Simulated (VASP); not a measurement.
Set up this calculation in VASP 6.6.1, as the native input.

```
Task                   : single point
Functional             : RPBE
Dispersion             : D4
Potentials or basis    : VASP PAW PBE potentials, release 64 (Pb_d, Te)
Cutoff                 : 520 eV
k mesh                 : 7 × 7 × 7
Occupations            : fermi-dirac, width 0.05 eV
Spin                   : no spin polarisation
Dipole correction      : no
Further INCAR settings : ALGO = Normal; EDIFF = 1e-06; NBANDS = 17
```

The structure of TePb lies in POSCAR:

```
TePb
1.0
    0.0000000000      3.2943690292      3.2943690292
    3.2943690292      0.0000000000      3.2943690292
    3.2943690292      3.2943690292      0.0000000000
Pb Te
1 1
Direct
    0.0000000000      0.0000000000      0.0000000000
    0.5000000000      0.5000000000      0.5000000000
```

These files were run (other wordings do the same):

INCAR

```
PREC = Accurate ; ENCUT = 520
EDIFF = 1E-6 ; ISMEAR = -1
SIGMA = 0.05 ; LREAL = False
LASPH = True ; NELM = 60
ALGO = Normal ; ISIF = 2
LWAVE = False ; LCHARG = True
GGA = RP ; IVDW = 13
LELF = True ; LVHAR = True
NBANDS = 17
```

KPOINTS

```
regular mesh
0
Gamma
  7 7 7
```

Potentials or basis: VASP PAW PBE potentials, release 64 (Pb_d, Te).

Launch:

```console
$ cat potpaw_PBE.64/Pb_d/POTCAR potpaw_PBE.64/Te/POTCAR > POTCAR
$ mpirun -np 1 vasp_std > vasp.out
```

Results of the run:

| Property | Result |
| --- | --- |
| Pressure | 0.9 GPa |
| Dispersion energy per atom | -0.734 eV |

Caveat: the PAW data sets were made with another functional, which shifts forces and pressure a little.

It took 33 s on 1 thread of Intel Xeon 6975P-C, on a shared host, peak memory 0.21 GiB.
